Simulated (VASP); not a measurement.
A run of VASP 6.6.1:

Contents of INCAR:

```
SYSTEM = Pd
PREC     = Accurate       ! precision mode
ENCUT    = 520            ! plane-wave cutoff, eV
EDIFF    = 1E-6           ! SCF threshold, eV
ISMEAR   = -1             ! smearing method
SIGMA    = 0.1            ! smearing width, eV
LREAL    = .False.        ! projectors in reciprocal space
LASPH    = .True.         ! aspherical terms in the spheres
NELM     = 100            ! most SCF steps
ALGO     = Normal         ! electronic algorithm
ISIF     = 2              ! what is computed and relaxed
LWAVE    = .False.        ! write WAVECAR
LCHARG   = .False.        ! write CHGCAR
GGA      = PE             ! functional
NBANDS   = 28             ! bands
```

KPOINTS

```
Automatic mesh
0
Gamma
  17 17 5
  0 0 0
```

The input POSCAR:

```
Pd
1.0
    2.6675879156      0.0000000000      0.0000000000
   -1.3337939578      2.3101989017      0.0000000000
    0.0000000000      0.0000000000      8.7920166372
Pd
4
Direct
    0.0000000000      0.0000000000      1.0000000000
    0.0000000000      1.0000000000      0.5000000000
    0.3333333333      0.6666666667      0.2500000000
    0.6666666667      0.3333333333      0.7500000000
```

Potentials or basis: VASP PAW PBE potentials, release 64 (Pd).

The run is started by

```console
$ cat potpaw_PBE.64/Pd/POTCAR > POTCAR
$ mpirun -np 1 vasp_std > vasp.out
```

Hardware: 1 thread of Intel(R) Xeon(R) 6975P-C (Granite Rapids), with other jobs on the host.

Problem. How long does it take, and how much memory?

Solution. Wall time 67 s on 1 thread of Intel(R) Xeon(R) 6975P-C (Granite Rapids) (shared host), peak memory 0.25 GiB. Counts: scf iterations 14, k points 99.
